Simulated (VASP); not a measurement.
Set up this calculation in VASP 6.6.1, as the native input.

| Item | Value |
| --- | --- |
| Task | relaxation of the atoms |
| Functional | r2SCAN |
| Potentials or basis | VASP PAW PBE potentials, release 64 (Cs_sv, Br) |
| Cutoff | 500 eV |
| k mesh | 8 × 8 × 8 |
| Occupations | fermi-dirac, width 0.02 eV |
| Spin | no spin polarisation |
| Dipole correction | no |
| Further INCAR settings | ALGO = Normal; EDIFF = 1e-07; IBRION = 2; EDIFFG = -0.01; NSW = 50 |

The system is CsBr.

```xyz
2
Lattice="4.3225 0.0000 0.0000 0.0000 4.3225 0.0000 0.0000 0.0000 4.3225" Properties=species:S:1:pos:R:3 pbc="T T T"
Cs    0.0000    0.0000    0.0000
Br    2.1613    2.1613    2.1613
```

The input as run:

POSCAR

```
CsBr
1.0
    4.3225248300      0.0000000000      0.0000000000
    0.0000000000      4.3225248300      0.0000000000
    0.0000000000      0.0000000000      4.3225248300
Cs Br
1 1
Direct
    0.0000000000      0.0000000000      0.0000000000
    0.5000000000      0.5000000000      0.5000000000
```

INCAR.step1

```
  PREC = Accurate
  ENCUT = 500
  ISMEAR = -1
  SIGMA = 0.02
  LREAL = F
  LASPH = T
  NELM = 120
  GGA = PE
  ALGO = Normal
  EDIFF = 1E-5
  LWAVE = T
  LCHARG = F
  GGA_COMPAT = F
  IBRION = 2
  EDIFFG = -0.01
  NELMIN = 4
  NSW = 100
```

INCAR.step2

```
  PREC = Accurate
  ENCUT = 500
  EDIFF = 1E-7
  ISMEAR = -1
  SIGMA = 0.02
  LREAL = F
  LASPH = T
  NELM = 120
  ALGO = Normal
  ISIF = 2
  LWAVE = F
  LCHARG = F
  METAGGA = R2SCAN
  LMIXTAU = T
  IBRION = 2
  NSW = 50
  EDIFFG = -0.01
  ISTART = 1
  GGA_COMPAT = F
  NELMIN = 4
```

KPOINTS

```
Automatic mesh
0
Gamma
  8 8 8
```

Potentials or basis: VASP PAW PBE potentials, release 64 (Cs_sv, Br).

Run with:

```sh
$ cat potpaw_PBE.64/Cs_sv/POTCAR potpaw_PBE.64/Br/POTCAR > POTCAR
$ cp INCAR.step1 INCAR
$ mpirun -np 1 vasp_std > vasp.out
$ cp INCAR.step2 INCAR
$ mpirun -np 1 vasp_std > vasp.out
```

Results of the run:

The pressure after relaxing is 0.0 GPa. The band gap on the k mesh is 5.18 eV (least direct gap 5.18 eV).

Caveat: the relaxation stopped at its first step, so nothing moved; the PAW data sets were made with another functional, which shifts forces and pressure a little; spin-orbit coupling is left out, which moves the levels of the heavy elements.

It took 36 s on 1 thread of Intel(R) Xeon(R) 6975P-C (Granite Rapids), with other jobs on the host, peak memory 0.2 GiB.
